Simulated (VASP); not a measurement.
Ga2PN, 8 atoms in the cell. It takes space group I-42d (No. 122, tetragonal). Conventional cell: a = 4.990 Å, b = 4.990 Å, c = 9.815 Å, α = 90.00°, β = 90.00°, γ = 90.00°. Within 2.6 Å of N (site symmetry -4) lie 4 Ga at 1.99 Å. Ga (site symmetry 2) has 2 N at 1.99 Å and 2 P at 2.33 Å within 2.6 Å. Within 3.1 Å of P (site symmetry -4) lie 4 Ga at 2.33 Å. 

| Quantity | Value |
| --- | --- |
| Program | VASP 6.6.1 |
| Task | single point |
| Functional | PBE |
| Potentials or basis | VASP PAW PBE potentials, release 64 (N, Ga_d, P) |
| Cutoff | 520 eV |
| k mesh | 8 × 8 × 8 |
| Occupations | fermi-dirac, width 0.02 eV |
| Spin | no spin polarisation |
| Dipole correction | no |
| Further INCAR settings | ALGO = Normal; EDIFF = 1e-07; NBANDS = 46 |

Potentials or basis: VASP PAW PBE potentials, release 64 (N, Ga_d, P).

The run is started by

```sh
$ cat potpaw_PBE.64/N/POTCAR potpaw_PBE.64/Ga_d/POTCAR potpaw_PBE.64/P/POTCAR > POTCAR
$ mpirun -np 1 vasp_std > vasp.out
```

Hardware: 1 thread of Intel(R) Xeon(R) 6975P-C (Granite Rapids), on a shared host.

Question: Estimate the wall time of this run.

Answer: Wall time 4.7 min on 1 thread of Intel(R) Xeon(R) 6975P-C (Granite Rapids), on a shared host, peak memory 0.48 GiB. Counts: scf iterations 20, k points 59.
